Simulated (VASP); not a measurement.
# MgS (Fmmm) in VASP: notebook

MgS is run at these levels: PBE; tasks: single point.

Program: VASP 6.6.1. These are calculated values, not measurements. Logs are shortened: lines on timing, memory, paths and dates and some standing lists are left out, and cuts for length are marked.

### 1 The cell of the first run

The structure is orthorhombic, space group Fmmm (No. 69). The conventional cell has a = 4.813 Å, b = 5.203 Å, c = 5.594 Å, α = 90.00°, β = 90.00°, γ = 90.00°. Within 3.2 Å of Mg (site symmetry mmm) lie 6 S at 2.41 to 2.80 Å. S (site symmetry mmm) has 6 Mg at 2.41 to 2.80 Å within 3.2 Å.

### 2 Single point, PBE (strain -0.0750 x Voigt [1, -1, 0, 0, 0, 0])

File INCAR:

```
SYSTEM = MgS
ALGO = Normal
EDIFF = 1E-7
ENCUT = 520
GGA = PE
ISIF = 2
ISMEAR = 0
LASPH = .True.
LCHARG = .False.
LREAL = .False.
LWAVE = .False.
NBANDS = 11
NELM = 100
PREC = Accurate
SIGMA = 0.05
```

File KPOINTS:

```
k-points
0
Gamma
  8 8 8
  0 0 0
```

File POSCAR:

```
MgS
1.0
    0.0000000000      2.7967737500      2.6016500000
    2.4065262500      0.0000000000      2.6016500000
    2.4065262500      2.7967737500      0.0000000000
Mg S
1 1
Direct
    0.0000000000      0.0000000000      0.0000000000
    0.5000000000      0.5000000000      0.5000000000
```

Potentials or basis: VASP PAW PBE potentials, release 64 (Mg, S).

On the command line:

```
> cat potpaw_PBE.64/Mg/POTCAR potpaw_PBE.64/S/POTCAR > POTCAR
> mpirun -np 1 vasp_std > vasp.out
```

OUTCAR:

```text
SYSTEM = MgS
   EDIFF = 1E-7
   ENCUT = 520
   GGA = PE
   ISIF = 2
   ISMEAR = 0
   LASPH = .True.
   LREAL = .False.
   NELM = 100
   PREC = Accurate

 ion  position               nearest neighbor table
   1  0.000  0.000  0.000-   2 2.41   2 2.41   2 2.60   2 2.60   2 2.80   2 2.80
   2  0.500  0.500  0.500-   1 2.41   1 2.41   1 2.60   1 2.60   1 2.80   1 2.80

  LATTYP: Found a face centered orthorhombic cell.
 ALAT       =     4.8130525000
 B/A-ratio  =     1.0810810811
 C/A-ratio  =     1.1621621622

  Lattice vectors:

 A1 = (   0.0000000000,   2.7967737500,  -2.6016500000)
 A2 = (   2.4065262500,   2.7967737500,   0.0000000000)
 A3 = (   2.4065262500,   0.0000000000,  -2.6016500000)

Analysis of symmetry for initial positions (statically):
=====================================================================
 Subroutine PRICEL returns:
 Original cell was already a primitive cell.

 Routine SETGRP: Setting up the symmetry group for a
 face centered orthorhombic supercell.

 Subroutine GETGRP returns: Found  8 space group operations
 (whereof  8 operations were pure point group operations)
 out of a pool of  8 trial point group operations.

The static configuration has the point symmetry D_2h.

Analysis of symmetry for dynamics (positions and initial velocities):
=====================================================================
 Subroutine PRICEL returns:
 Original cell was already a primitive cell.

 Routine SETGRP: Setting up the symmetry group for a
 face centered orthorhombic supercell.

 Subroutine GETGRP returns: Found  8 space group operations
 (whereof  8 operations were pure point group operations)
 out of a pool of  8 trial point group operations.

The dynamic configuration has the point symmetry D_2h.

 Subroutine INISYM returns: Found  8 space group operations
 (whereof  8 operations are pure point group operations),
 and found     1 'primitive' translations

----------------------------------------------------------------------------------------

                                     Primitive cell

  volume of cell :      35.0209

  direct lattice vectors                    reciprocal lattice vectors
     0.000000000  2.796773750  2.601650000    -0.207768355  0.178777422  0.192185728
     2.406526250  0.000000000  2.601650000     0.207768355 -0.178777422  0.192185728
     2.406526250  2.796773750  0.000000000     0.207768355  0.178777422 -0.192185728

  length of vectors
     3.819754721  3.544002161  3.689622203     0.334760228  0.334760228  0.334760228

  position of ions in fractional coordinates (direct lattice)
     0.000000000  0.000000000  0.000000000
     0.500000000  0.500000000  0.500000000

  ion indices of the primitive-cell ions
   primitive index   ion index
                 1           1
                 2           2

----------------------------------------------------------------------------------------

 KPOINTS: k-points

Automatic generation of k-mesh.
 Grid dimensions read from file:
 generate k-points for:    8    8    8

 Generating k-lattice:

  Cartesian coordinates                     Fractional coordinates (reciprocal lattice)
    -0.025971044  0.022347178  0.024023216     0.125000000  0.000000000  0.000000000
     0.025971044 -0.022347178  0.024023216     0.000000000  0.125000000  0.000000000
     0.025971044  0.022347178 -0.024023216     0.000000000  0.000000000  0.125000000

  Length of vectors
     0.041845028  0.041845028  0.041845028

  Shift w.r.t. Gamma in fractional coordinates (k-lattice)
     0.000000000  0.000000000  0.000000000

 Subroutine IBZKPT returns following result:
 ===========================================

 Found     95 irreducible k-points:

 Following reciprocal coordinates:
            Coordinates               Weight
  0.000000  0.000000  0.000000      1.000000
  0.125000  0.000000 -0.000000      8.000000
  0.250000  0.000000 -0.000000      8.000000
  0.375000  0.000000 -0.000000      8.000000
  0.500000  0.000000 -0.000000      4.000000
  0.125000  0.125000  0.000000      2.000000
[... 16 lines left out ...]
  0.250000  0.000000  0.125000      8.000000
  0.375000  0.000000  0.125000      8.000000
 [... further k-points ...]
   k-points           NKPTS =     95   k-points in BZ     NKDIM =     95   number of bands    NBANDS=     11
   number of dos      NEDOS =    301   number of ions     NIONS =      2
   total plane-waves  NPLWV =  21952
   dimension x,y,z NGX =    28 NGY =   28 NGZ =   28
   dimension x,y,z NGXF=    56 NGYF=   56 NGZF=   56
   ions per type =               1   1
   NGX,Y,Z   is equivalent  to a cutoff of  12.19, 13.13, 12.62 a.u.
   NGXF,Y,Z  is equivalent  to a cutoff of  24.37, 26.27, 25.23 a.u.
 SYSTEM =  MgS
   PREC   = accura    normal or accurate (medium, high low for compatibility)
   ISTART =      0    job   : 0-new  1-cont  2-samecut
   ICHARG =      2    charge: 1-file 2-atom 10-const
   ISPIN  =      1    spin polarized calculation?
   LNONCOLLINEAR =      F non collinear calculations
   LSORBIT =      F    spin-orbit coupling
   LASPH  =      T    aspherical Exc in radial PAW
   ENCUT  =  520.0 eV  38.22 Ry    6.18 a.u.   7.10  6.59  6.86*2*pi/ulx,y,z
   NELM   =    100;   NELMIN=  2; NELMDL= -5     # of ELM steps
   EDIFF  = 0.1E-06   stopping-criterion for ELM
   LREAL  =      F    real-space projection
   EDIFFG = 0.1E-05   stopping-criterion for IOM
   NSW    =      0    number of steps for IOM
   IBRION =     -1    ionic relax: 0-MD 1-quasi-New 2-CG
   NFREE  =      0    steps in history (QN), initial steepest desc. (CG)
   ISIF   =      2    stress and relaxation
   ISYM   =      2    0-nonsym 1-usesym 2-fastsym
   POTIM  = 0.5000    time-step for ionic-motion
   TEBEG  =    0.0;   TEEND  =   0.0 temperature during run
   PSTRESS=    0.0 pullay stress
   NELECT =       8.0000    total number of electrons
   NUPDOWN=      -1.0000    fix difference up-down
   EMIN   =  10.00;   EMAX   =-10.00  energy-range for DOS
   EFERMI =   0.00;   METHOD = LEGACY
   ISMEAR =     0;   SIGMA  =   0.05  broadening in eV -4-tet -1-fermi 0-gaus
   EFERMI_NEDOS =   21; number of points for ismear=-14 and -15
   IALGO  =     38    algorithm
   IMIX   =      4    mixing-type and parameters
     AMIX     =   0.40;   BMIX     =  1.00
     AMIX_MAG =   1.60;   BMIX_MAG =  1.00
  volume/ion in A,a.u.               =      17.51       118.17
  Fermi-wavevector in a.u.,A,eV,Ry     =   1.000758  1.891159 13.626470  1.001517
  Thomas-Fermi vector in A             =   2.133136
   LORBIT       =      0    0 simple, 1 ext, 2 COOP (PROOUT), +10 PAW based schemes
   GGA     = PE    functional components
   LHFCALC =     F    Hartree Fock is set to
   AEXX    =    0.0000 exact exchange contribution
   IVDW    =     0    specifies the selected vdW correction
   LEPSILON=     F    determine dielectric tensor
   LRPA    =     F    only Hartree local field effects (RPA)
 non-spin polarized calculation
 Gauss-broadening in eV      SIGMA  =   0.05
  energy-cutoff  :      520.00
  volume of cell :       35.02
 maximum number of plane-waves:       962
   NGX = 15   NGY = 13   NGZ = 13

 number of electron       7.9999999 magnetization

 Free energy of the ion-electron system (eV)
  ---------------------------------------------------
  ext. energy  EPLUGINS =         0.00000000
  ---------------------------------------------------
  free energy    TOTEN  =        -8.36001804 eV

  energy without entropy =       -8.36001804  energy(sigma->0) =       -8.36001804

 E-fermi :   4.1808     XC(G=0):  -9.6865

 val. band max:        3.9691759515   @ k =   0.0000   0.0000   0.0000
 cond. band min:       6.3599076111   @ k =   0.0000   0.5000   0.5000
 fundamental gap:      2.3907316595
 Fermi energy:         4.1807694385

 k-point     1 :       0.0000    0.0000    0.0000
  band No.  band energies     occupation
      1      -8.9770      2.00000
      2       3.3765      2.00000
      3       3.8280      2.00000
      4       3.9692      2.00000
      5       7.5008      0.00000
      6      11.0419      0.00000
      7      11.8077      0.00000
      8      12.6029      0.00000
      9      13.1896      0.00000
     10      14.9135      0.00000
     11      15.2300      0.00000

 k-point     2 :       0.1250    0.0000   -0.0000
  band No.  band energies     occupation
      1      -8.8238      2.00000
      2       2.5996      2.00000
      3       3.5725      2.00000
      4       3.7457      2.00000
      5       8.2871      0.00000
      6      11.2531      0.00000
      7      11.5474      0.00000
      8      12.5653      0.00000
      9      12.9309      0.00000
     10      14.0910      0.00000
     11      16.1564      0.00000

 k-point     3 :       0.2500    0.0000   -0.0000
  band No.  band energies     occupation
      1      -8.4090      2.00000
      2       0.8885      2.00000
      3       3.3641      2.00000
      4       3.4442      2.00000
      5       8.6805      0.00000
      6      10.8881      0.00000
      7      11.9685      0.00000
      8      12.4992      0.00000
      9      14.0671      0.00000
     10      14.1980      0.00000
     11      16.0753      0.00000
[... 267 lines left out ...]
 k-point    23 :       0.2500    0.0000    0.1250
  band No.  band energies     occupation
      1      -8.5177      2.00000
      2       1.5920      2.00000
      3       2.9820      2.00000
      4       3.3226      2.00000
      5       9.3114      0.00000
      6      10.5585      0.00000
      7      10.6202      0.00000
      8      13.1236      0.00000
      9      13.6689      0.00000
     10      14.9919      0.00000
     11      17.5458      0.00000

 k-point    24 :       0.3750    0.0000    0.1250
  band No.  band energies     occupation
      1      -8.0454      2.00000
      2       0.1289      2.00000
      3       2.5903      2.00000
      4       3.1159      2.00000
      5       9.2165      0.00000
      6       9.9170      0.00000
      7      12.2260      0.00000
      8      12.5995      0.00000
      9      15.2868      0.00000
     10      16.3177      0.00000
     11      16.8850      0.00000

 [... further k-points ...]

------------------------ aborting loop because EDIFF is reached ----------------------------------------

  FORCE on cell =-STRESS in cart. coord.  units (eV):
  Direction    XX          YY          ZZ          XY          YZ          ZX
  --------------------------------------------------------------------------------------
  -------------------------------------------------------------------------------------
  Total        3.0715911     -0.8094183      0.4543934      0.0000000      0.0000000     -0.0000000
  in kB      140.5229248    -37.0302652     20.7881469      0.0000000      0.0000000     -0.0000000
  external PRESSURE =      41.4269355 kB  Pullay stress =       0.0000000 kB

 VOLUME and BASIS-vectors are now :
 -----------------------------------------------------------------------------
  energy-cutoff  :      520.00
  volume of cell :       35.02
      direct lattice vectors                 reciprocal lattice vectors
     0.000000000  2.796773750  2.601650000    -0.207768355  0.178777422  0.192185728
     2.406526250  0.000000000  2.601650000     0.207768355 -0.178777422  0.192185728
     2.406526250  2.796773750  0.000000000     0.207768355  0.178777422 -0.192185728

 POSITION                                       TOTAL-FORCE (eV/Angst)
 -----------------------------------------------------------------------------------
      0.00000      0.00000      0.00000         0.000000      0.000000      0.000000
      2.40653      2.79677      2.60165         0.000000     -0.000000     -0.000000
 -----------------------------------------------------------------------------------
    total drift:                                0.000000      0.000000      0.000000

  FREE ENERGIE OF THE ION-ELECTRON SYSTEM (eV)
  ---------------------------------------------------
  free  energy   TOTEN  =        -8.3600180426 eV

  energy  without entropy=       -8.3600180426  energy(sigma->0) =       -8.36001804
```

It took 44 s on 1 thread of Intel Xeon Platinum 8259CL at 2.50GHz (Skylake/Cascade Lake), shared host; peak memory 0.17 GiB.

Results:

| Property | Result |
| --- | --- |
| Free energy | -8.3600 eV |
| Pressure | 4.1 GPa |
| Band gap on the k mesh | 2.39 eV, indirect (least direct gap 3.53 eV) |

Stress tensor (GPa, compression positive):
```
14.05  0.00  0.00
 0.00 -3.70  0.00
 0.00  0.00  2.08
```

Levels at points of the mesh, in eV from the valence-band top:
| k point | band 2 | band 3 | band 4 | band 5 | band 6 | band 7 |
| --- | --- | --- | --- | --- | --- | --- |
| (0.00, 0.00, 0.00) | -0.59 | -0.14 | 0.00 | 3.53 | 7.07 | 7.84 |
| (0.50, 0.00, 0.00) | -5.10 | -1.03 | -0.67 | 4.15 | 6.22 | 7.68 |
| (0.50, 0.50, 0.00) | -4.47 | -2.50 | -1.24 | 2.69 | 4.31 | 11.32 |
| (0.50, 0.00, 0.50) | -4.49 | -1.90 | -1.24 | 3.16 | 4.46 | 11.03 |
| (0.00, 0.50, 0.50) | -4.32 | -2.56 | -1.92 | 2.39 | 3.93 | 11.88 |

Caveat: the cell differs from its parent crystal (strain -0.0750 x Voigt [1, -1, 0, 0, 0, 0]). A k mesh can miss the band edges.

### 3 Single point, PBE (strain +0.1312 x Voigt [1, -1, 0, 0, 0, 0])

File INCAR:

```
SYSTEM = MgS
  PREC = Accurate
  ENCUT = 520
  EDIFF = 1E-7
  ISMEAR = 0
  SIGMA = 0.05
  LREAL = .FALSE.
  LASPH = .TRUE.
  NELM = 100
  ALGO = Normal
  ISIF = 2
  LWAVE = .FALSE.
  LCHARG = .TRUE.
  GGA = PE
  LELF = .TRUE.
  LVHAR = .TRUE.
  NBANDS = 11
```

File KPOINTS:

```
Automatic mesh
0
G
  8 8 8
  0 0 0
```

File POSCAR:

```
MgS
1.0
    0.0000000000      2.2603135200      2.6016500000
    2.9429864800      0.0000000000      2.6016500000
    2.9429864800      2.2603135200      0.0000000000
Mg S
1 1
Direct
    0.0000000000      0.0000000000      0.0000000000
    0.5000000000      0.5000000000      0.5000000000
```

Potentials or basis: VASP PAW PBE potentials, release 64 (Mg, S).

On the command line:

```
> cat potpaw_PBE.64/Mg/POTCAR potpaw_PBE.64/S/POTCAR > POTCAR
> mpirun -np 1 vasp_std > vasp.out
```

It took 49 s on 1 thread of Intel Xeon Platinum 8259CL at 2.50GHz (Skylake/Cascade Lake), shared host; peak memory 0.18 GiB.

Results (log left out):

```
Free energy            : -7.9963 eV
Pressure               : 11.6 GPa
Band gap on the k mesh : 2.57 eV, indirect (least direct gap 3.56 eV)
```

Stress tensor (GPa, compression positive):
```
-4.21  0.00  0.00
 0.00 34.52  0.00
 0.00  0.00  4.54
```

Levels at points of the mesh, in eV from the valence-band top:
```csv
k point,band 2,band 3,band 4,band 5,band 6,band 7
"(0.00, 0.00, 0.00)",-0.88,-0.05,0.00,3.56,6.71,8.03
"(0.50, 0.00, 0.00)",-5.21,-1.25,-0.64,3.88,6.01,8.80
"(0.50, 0.50, 0.00)",-4.61,-2.85,-0.78,2.96,4.58,10.33
"(0.50, 0.00, 0.50)",-4.23,-3.07,-1.97,2.57,3.76,11.28
"(0.00, 0.50, 0.50)",-4.58,-1.89,-0.76,3.85,4.70,10.57
```

Caveat: the cell differs from its parent crystal (strain +0.1312 x Voigt [1, -1, 0, 0, 0, 0]). A k mesh can miss the band edges.

### 4 Single point, PBE (strain +0.0937 x Voigt [1, -1, 0, 0, 0, 0])

File INCAR:

```
PREC = Accurate
ENCUT = 520
EDIFF = 1E-6
ISMEAR = 0
SIGMA = 0.05
LREAL = False
LASPH = True
NELM = 80
ALGO = Normal
ISIF = 2
LWAVE = False
LCHARG = True
GGA = PE
LELF = True
LVHAR = True
NBANDS = 11
```

File KPOINTS:

```
Automatic mesh
0
Gamma
  8 8 8
```

File POSCAR:

```
MgS
1.0
    0.0000000000      2.3578753950      2.6016500000
    2.8454246050      0.0000000000      2.6016500000
    2.8454246050      2.3578753950      0.0000000000
Mg S
1 1
Direct
    0.0000000000      0.0000000000      0.0000000000
    0.5000000000      0.5000000000      0.5000000000
```

On the command line:

```
> cat potpaw_PBE.64/Mg/POTCAR potpaw_PBE.64/S/POTCAR > POTCAR
> mpirun -np 1 vasp_std > vasp.out
```

Run time: 52 s. Hardware: 1 thread of Intel Xeon Platinum 8259CL at 2.50GHz (Skylake/Cascade Lake), shared host; peak memory 0.18 GiB.

The run converged. Its results:

| Item | Value |
| --- | --- |
| Free energy | -8.2708 eV |
| Pressure | 6.1 GPa |
| Band gap on the k mesh | 2.41 eV, indirect (least direct gap 3.54 eV) |

Stress tensor (GPa, compression positive):
```
-4.07  0.00  0.00
 0.00 19.55  0.00
 0.00  0.00  2.75
```

Levels at points of the mesh, in eV from the valence-band top:
```tsv
k point	band 2	band 3	band 4	band 5	band 6	band 7
(0.00, 0.00, 0.00)	-0.70	-0.11	0.00	3.54	6.93	7.89
(0.50, 0.00, 0.00)	-5.13	-1.11	-0.66	4.05	6.14	8.01
(0.50, 0.50, 0.00)	-4.51	-2.63	-1.08	2.76	4.38	10.95
(0.50, 0.00, 0.50)	-4.30	-2.73	-1.94	2.41	3.87	11.64
(0.00, 0.50, 0.50)	-4.53	-1.90	-1.09	3.36	4.53	10.86
```

Caveat: the cell differs from its parent crystal (strain +0.0937 x Voigt [1, -1, 0, 0, 0, 0]). A k mesh can miss the band edges.

### 5 Summary

```tsv
cell	gap on the mesh (eV)	pressure (GPa)
a = 3.820, b = 3.544, c = 3.690 Å, angles 63.7, 56.3, 60.0°, 2 atoms	2.39	4.1
a = 3.446, b = 3.928, c = 3.711 Å, angles 53.5, 66.5, 60.0°, 2 atoms	2.57	11.6
a = 3.511, b = 3.856, c = 3.695 Å, angles 55.4, 64.6, 60.0°, 2 atoms	2.41	6.1
```

Alike in all rows: task single point; level PBE; potentials or basis VASP PAW PBE potentials, release 64 (Mg, S); no spin polarisation; k mesh 8 × 8 × 8; cutoff (eV) 520; smearing gaussian 0.05 eV.

Absolute energies hang on the potentials; compare differences alone.
